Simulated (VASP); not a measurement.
Wanted: the native input for a VASP 6.6.1 run.

```yaml
Task: single point
Functional: BLYP
Dispersion: D3(BJ)
Potentials_or_basis: VASP PAW PBE potentials, release 64 (Pt, Se)
Cutoff: 520 eV
k_mesh: 8 × 8 × 5
Occupations: fermi-dirac, width 0.05 eV
Spin: no spin polarisation
Dipole_correction: no
Further_INCAR_settings: ALGO = Normal; EDIFF = 1e-06; NBANDS = 18
```

The structure of PtSe2 lies in POSCAR:

```
PtSe2
1.0
    3.7970381507      0.0000000000      0.0000000000
   -1.8985190754      3.2883314977      0.0000000000
    0.0000000000      0.0000000000      5.1612801071
Pt Se
1 2
Direct
    0.0000000000      0.0000000000      0.0000000000
    0.6666666667      0.3333333333      0.7500000000
    0.3333333333      0.6666666667      0.2500000000
```

One way to write it, as run:

INCAR

```
  PREC = Accurate
  ENCUT = 520
  EDIFF = 1E-6
  ISMEAR = -1
  SIGMA = 0.05
  LREAL = F
  LASPH = T
  NELM = 100
  ALGO = Normal
  ISIF = 2
  LWAVE = F
  LCHARG = F
  GGA = B5
  ALDAX = 1.0
  AGGAX = 1.0
  AGGAC = 1.0
  ALDAC = 0.0
  IVDW = 12
  VDW_S6 = 1.0
  VDW_S8 = 2.6996
  VDW_A1 = 0.4298
  VDW_A2 = 4.2359
  NBANDS = 18
```

KPOINTS

```
regular mesh
0
Gamma
  8 8 5
```

Potentials or basis: VASP PAW PBE potentials, release 64 (Pt, Se).

The run is started by

```bash
$ cat potpaw_PBE.64/Pt/POTCAR potpaw_PBE.64/Se/POTCAR > POTCAR
$ mpirun -np 1 vasp_std > vasp.out
```

Results of the run:

```yaml
Pressure: -0.8 GPa
Largest_force: 0.475 eV/Å
Band_gap_on_the_k_mesh: zero (bands 11 and 12 overlap by 0.23 eV)
Dispersion_energy_per_atom: -1.020 eV
```

Caveat: the PAW data sets were made with another functional, which shifts forces and pressure a little; spin-orbit coupling is left out, which moves the levels of the heavy elements.

It took 60 s on 1 thread of Intel(R) Xeon(R) Platinum 8259CL CPU @ 2.50GHz (Skylake/Cascade Lake) (shared host), peak memory 0.21 GiB.
